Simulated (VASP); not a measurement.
# Hf (P6_3/mmc) in VASP: a series of runs

The runs below take Hf through single point, relaxation of cell and atoms, with PBEsol.

Everything below comes from runs of VASP 6.6.1. Logs are shortened: lines on timing, memory, paths and dates and some standing lists are left out, and cuts for length are marked.

### Step 1. The cell of the first run

It takes space group P6_3/mmc (No. 194, hexagonal). The conventional cell has a = 3.115 Å, b = 3.115 Å, c = 4.929 Å, α = 90.00°, β = 90.00°, γ = 120.00°. Within 4.0 Å of Hf (site symmetry -6m2) lie 12 Hf at 3.05 to 3.11 Å.

### Step 2. Single point, PBEsol

File INCAR:

```
ALGO     = Normal         # electronic algorithm
EDIFF    = 1E-7           # SCF threshold, eV
ENCUT    = 520            # plane-wave cutoff, eV
GGA      = PS             # functional
ISIF     = 2              # what is computed and relaxed
ISMEAR   = -1             # smearing method
LASPH    = T              # aspherical terms in the spheres
LCHARG   = F              # write CHGCAR
LREAL    = F              # projectors in reciprocal space
LWAVE    = F              # write WAVECAR
NBANDS   = 17             # bands
NELM     = 100            # most SCF steps
PREC     = Accurate       # precision mode
SIGMA    = 0.05           # smearing width, eV
```

File KPOINTS:

```
k-points
0
Gamma
  10 10 5
```

File POSCAR:

```
Hf
1.0
    3.1147845254      0.0000000000      0.0000000000
   -1.5573922627      2.6974825263      0.0000000000
    0.0000000000      0.0000000000      4.9292156664
Hf
2
Direct
    0.6666666667      0.3333333333      0.7500000000
    0.3333333333      0.6666666667      0.2500000000
```

Potentials or basis: VASP PAW PBE potentials, release 64 (Hf_pv).

Started as:

```console
cat potpaw_PBE.64/Hf_pv/POTCAR > POTCAR
mpirun -np 1 vasp_std > vasp.out
```

OUTCAR:

```text
EDIFF = 1E-7
   ENCUT = 520
   GGA = PS
   ISIF = 2
   ISMEAR = -1
   LASPH = T
   LREAL = F
   NELM = 100
   PREC = Accurate

 ion  position               nearest neighbor table
   1  0.667  0.333  0.750-   2 3.05   2 3.05   2 3.05   2 3.05   2 3.05   2 3.05
   2  0.333  0.667  0.250-   1 3.05   1 3.05   1 3.05   1 3.05   1 3.05   1 3.05

  LATTYP: Found a hexagonal cell.
 ALAT       =     3.1147845254
 C/A-ratio  =     1.5825222022

  Lattice vectors:

 A1 = (   3.1147845254,   0.0000000000,   0.0000000000)
 A2 = (  -1.5573922627,   2.6974825263,   0.0000000000)
 A3 = (   0.0000000000,   0.0000000000,   4.9292156664)

Analysis of symmetry for initial positions (statically):
=====================================================================
 Subroutine PRICEL returns:
 Original cell was already a primitive cell.

 Routine SETGRP: Setting up the symmetry group for a
 hexagonal supercell.

 Subroutine GETGRP returns: Found 24 space group operations
 (whereof 12 operations were pure point group operations)
 out of a pool of 24 trial point group operations.

The static configuration has the point symmetry D_3d.
 The point group associated with its full space group is D_6h.

Analysis of symmetry for dynamics (positions and initial velocities):
=====================================================================
 Subroutine PRICEL returns:
 Original cell was already a primitive cell.

 Routine SETGRP: Setting up the symmetry group for a
 hexagonal supercell.

 Subroutine GETGRP returns: Found 24 space group operations
 (whereof 12 operations were pure point group operations)
 out of a pool of 24 trial point group operations.

The dynamic configuration has the point symmetry D_3d.
 The point group associated with its full space group is D_6h.

 Subroutine INISYM returns: Found 24 space group operations
 (whereof 12 operations are pure point group operations),
 and found     1 'primitive' translations

----------------------------------------------------------------------------------------

                                     Primitive cell

  volume of cell :      41.4156

  direct lattice vectors                    reciprocal lattice vectors
     3.114784525  0.000000000  0.000000000     0.321049495  0.185358013  0.000000000
[... 75 lines left out ...]
   NGXF,Y,Z  is equivalent  to a cutoff of  25.62, 25.62, 26.98 a.u.
 SYSTEM =  unknown system
   PREC   = accura    normal or accurate (medium, high low for compatibility)
   ISTART =      0    job   : 0-new  1-cont  2-samecut
   ICHARG =      2    charge: 1-file 2-atom 10-const
   ISPIN  =      1    spin polarized calculation?
   LNONCOLLINEAR =      F non collinear calculations
   LSORBIT =      F    spin-orbit coupling
   LASPH  =      T    aspherical Exc in radial PAW
   ENCUT  =  520.0 eV  38.22 Ry    6.18 a.u.   5.79  5.79  9.17*2*pi/ulx,y,z
   NELM   =    100;   NELMIN=  2; NELMDL= -5     # of ELM steps
   EDIFF  = 0.1E-06   stopping-criterion for ELM
   LREAL  =      F    real-space projection
   EDIFFG = 0.1E-05   stopping-criterion for IOM
   NSW    =      0    number of steps for IOM
   IBRION =     -1    ionic relax: 0-MD 1-quasi-New 2-CG
   NFREE  =      0    steps in history (QN), initial steepest desc. (CG)
   ISIF   =      2    stress and relaxation
   ISYM   =      2    0-nonsym 1-usesym 2-fastsym
   POTIM  = 0.5000    time-step for ionic-motion
   TEBEG  =    0.0;   TEEND  =   0.0 temperature during run
   PSTRESS=    0.0 pullay stress
   NELECT =      20.0000    total number of electrons
   NUPDOWN=      -1.0000    fix difference up-down
   EMIN   =  10.00;   EMAX   =-10.00  energy-range for DOS
   EFERMI =   0.00;   METHOD = LEGACY
   ISMEAR =    -1;   SIGMA  =   0.05  broadening in eV -4-tet -1-fermi 0-gaus
   EFERMI_NEDOS =   21; number of points for ismear=-14 and -15
   IALGO  =     38    algorithm
   IMIX   =      4    mixing-type and parameters
     AMIX     =   0.40;   BMIX     =  1.00
     AMIX_MAG =   1.60;   BMIX_MAG =  1.00
  volume/ion in A,a.u.               =      20.71       139.74
  Fermi-wavevector in a.u.,A,eV,Ry     =   1.284389  2.427144 22.444930  1.649656
  Thomas-Fermi vector in A             =   2.416586
   LORBIT       =      0    0 simple, 1 ext, 2 COOP (PROOUT), +10 PAW based schemes
   GGA     = PS    functional components
   LHFCALC =     F    Hartree Fock is set to
   AEXX    =    0.0000 exact exchange contribution
   IVDW    =     0    specifies the selected vdW correction
   LEPSILON=     F    determine dielectric tensor
   LRPA    =     F    only Hartree local field effects (RPA)
 non-spin polarized calculation
  energy-cutoff  :      520.00
  volume of cell :       41.42
 maximum number of plane-waves:      1130
 NGX is ok and might be reduce to    24
   NGX = 11   NGY = 11   NGZ = 19

 number of electron      19.9999999 magnetization

 Free energy of the ion-electron system (eV)
  ---------------------------------------------------
  ext. energy  EPLUGINS =         0.00000000
  ---------------------------------------------------
  free energy    TOTEN  =       -20.99155308 eV

  energy without entropy =      -20.98370740  energy(sigma->0) =      -20.98763024

 E-fermi :   5.2761     XC(G=0): -11.7497

 val. band max:        5.2118049495   @ k =   0.1000  -0.0000   0.2000
 cond. band min:       5.2901725190   @ k =   0.0000   0.0000   0.4000
 fundamental gap:      0.0783675695
 Fermi energy:         5.2760784358

 k-point     1 :       0.0000    0.0000    0.0000
  band No.  band energies     occupation
      1     -25.6918      2.00000
      2     -24.7273      2.00000
      3     -24.7273      2.00000
      4     -24.5649      2.00000
      5     -24.5637      2.00000
      6     -24.5637      2.00000
[... 457 lines left out ...]
      4     -24.9483      2.00000
      5     -24.8219      2.00000
      6     -24.7324      2.00000
[... 9 lines left out ...]
     16      11.7706      0.00000
     17      12.7031      0.00000

 [... further k-points ...]
[... 5 lines left out ...]
  --------------------------------------------------------------------------------------
  -------------------------------------------------------------------------------------
  Total        1.1952430      1.1952430      1.1664698      0.0000000      0.0000000     -0.0000000
  in kB       46.2383490     46.2383490     45.1252494      0.0000000      0.0000000     -0.0000000
  external PRESSURE =      45.8673158 kB  Pullay stress =       0.0000000 kB

 VOLUME and BASIS-vectors are now :
 -----------------------------------------------------------------------------
  energy-cutoff  :      520.00
  volume of cell :       41.42
      direct lattice vectors                 reciprocal lattice vectors
     3.114784525  0.000000000  0.000000000     0.321049495  0.185358013  0.000000000
    -1.557392263  2.697482526  0.000000000     0.000000000  0.370716025  0.000000000
     0.000000000  0.000000000  4.929215666     0.000000000  0.000000000  0.202872032

 POSITION                                       TOTAL-FORCE (eV/Angst)
 -----------------------------------------------------------------------------------
      1.55739      0.89916      3.69691         0.000000      0.000000      0.000000
     -0.00000      1.79832      1.23230        -0.000000     -0.000000      0.000000
 -----------------------------------------------------------------------------------
    total drift:                               -0.000000      0.000000     -0.000000

  FREE ENERGIE OF THE ION-ELECTRON SYSTEM (eV)
  ---------------------------------------------------
  free  energy   TOTEN  =       -20.9915530787 eV

  energy  without entropy=      -20.9837073988  energy(sigma->0) =      -20.98763024
```

OSZICAR:

```text
N       E                     dE             d eps       ncg     rms          rms(c)
DAV:   1     0.472744766134E+02    0.47274E+02   -0.11393E+04  1444   0.113E+03
DAV:   2    -0.200064631150E+02   -0.67281E+02   -0.65600E+02  1872   0.248E+02
DAV:   3    -0.216819574784E+02   -0.16755E+01   -0.16661E+01  1811   0.263E+01
DAV:   4    -0.216943006383E+02   -0.12343E-01   -0.12338E-01  1792   0.272E+00
DAV:   5    -0.216944153394E+02   -0.11470E-03   -0.11469E-03  1798   0.227E-01    0.685E+01
DAV:   6    -0.211843432176E+02    0.51007E+00   -0.43800E-01  1705   0.425E+00    0.406E+01
DAV:   7    -0.210007558832E+02    0.18359E+00   -0.73496E-01  1706   0.530E+00    0.191E+00
DAV:   8    -0.209914556221E+02    0.93003E-02   -0.45298E-02  1658   0.142E+00    0.293E-01
DAV:   9    -0.209915603813E+02   -0.10476E-03   -0.10576E-03  1906   0.226E-01    0.179E-01
DAV:  10    -0.209915512538E+02    0.91275E-05   -0.39746E-05  1618   0.436E-02    0.163E-01
DAV:  11    -0.209915529881E+02   -0.17344E-05   -0.32678E-06  1913   0.122E-02    0.147E-02
DAV:  12    -0.209915530787E+02   -0.90573E-07   -0.35759E-07  1619   0.396E-03
   1 F= -.20991553E+02 E0= -.20987630E+02  d E =-.784568E-02
```

stdout:

```text
POSCAR found type information on POSCAR Hf
 POSCAR found :  1 types and       2 ions
 scaLAPACK will be used
 -----------------------------------------------------------------------------
|                                                                             |
|                                                                             |
|     You enforced a specific xc type in the INCAR file but a different       |
|     I HOPE YOU KNOW WHAT YOU ARE DOING!                                     |
|                                                                             |
 -----------------------------------------------------------------------------

 LDA part: xc-table for (Slater+PW92), standard interpolation
 POSCAR, INCAR and KPOINTS ok, starting setup
 FFT: planning ... GRIDC
 FFT: planning ... GRID_SOFT
 FFT: planning ... GRID
 WAVECAR not read
 entering main loop
```

It took 25 s on 1 thread of Intel Xeon Platinum 8488C (Sapphire Rapids), shared host; peak memory 0.16 GiB.

What came out:

- Free energy: -20.9916 eV
- Pressure: 4.6 GPa
- Band gap on the k mesh: zero (band 10 reaches 6.48 eV, above the bottom of band 11 at 4.94 eV)

Stress tensor (GPa, compression positive):
```
4.62 0.00 0.00
0.00 4.62 0.00
0.00 0.00 4.51
```

Caveat: the PAW data sets were made with another functional, which shifts forces and pressure a little; spin-orbit coupling is left out, which moves the levels of the heavy elements.

### Step 3. Single point, PBEsol

This run uses another cell than the first one, of 21.58 Å³/atom, 1.042 times its volume.

File INCAR:

```
SYSTEM = Hf
  ALGO = Normal
  EDIFF = 1E-6
  ENCUT = 520
  GGA = PS
  ISIF = 2
  ISMEAR = -1
  LASPH = .TRUE.
  LCHARG = .TRUE.
  LELF = .TRUE.
  LREAL = .FALSE.
  LVHAR = .TRUE.
  LWAVE = .FALSE.
  NBANDS = 17
  NELM = 60
  PREC = Accurate
  SIGMA = 0.05
```

File KPOINTS:

```
k-points
0
G
  10 10 5
  0 0 0
```

File POSCAR:

```
Hf
1.0
    3.1595900903      0.0000000000      0.0000000000
   -1.5797950452      2.7362852838      0.0000000000
    0.0000000000      0.0000000000      4.9910940966
Hf
2
Direct
    0.6666666667      0.3333333333      0.7500000000
    0.3333333333      0.6666666667      0.2500000000
```

Potentials or basis: VASP PAW PBE potentials, release 64 (Hf_pv).

Started as:

```console
cat potpaw_PBE.64/Hf_pv/POTCAR > POTCAR
mpirun -np 1 vasp_std > vasp.out
```

Wall time 17 s (1 thread of Intel Xeon Platinum 8488C (Sapphire Rapids), shared host); peak memory 0.16 GiB.

The run converged. Its results:

* Free energy: -21.0137 eV
* Pressure: -0.4 GPa
* Band gap on the k mesh: zero (band 10 reaches 6.18 eV, above the bottom of band 11 at 4.67 eV)

Stress tensor (GPa, compression positive):
```
-0.37  0.00  0.00
 0.00 -0.37  0.00
 0.00  0.00 -0.46
```

Levels at points of the mesh, in eV from the Fermi level:
| k point | band 8 | band 9 | band 10 | band 11 | band 12 | band 13 |
| --- | --- | --- | --- | --- | --- | --- |
| (0.00, 0.00, 0.00) | -3.80 | 0.84 | 1.20 | 1.20 | 1.51 | 2.06 |
| (0.50, 0.00, 0.00) | -2.86 | -2.32 | -0.71 | 0.78 | 0.95 | 1.77 |

Caveat: the PAW data sets were made with another functional, which shifts forces and pressure a little; spin-orbit coupling is left out, which moves the levels of the heavy elements.

(Continued in part 2 of 3.)
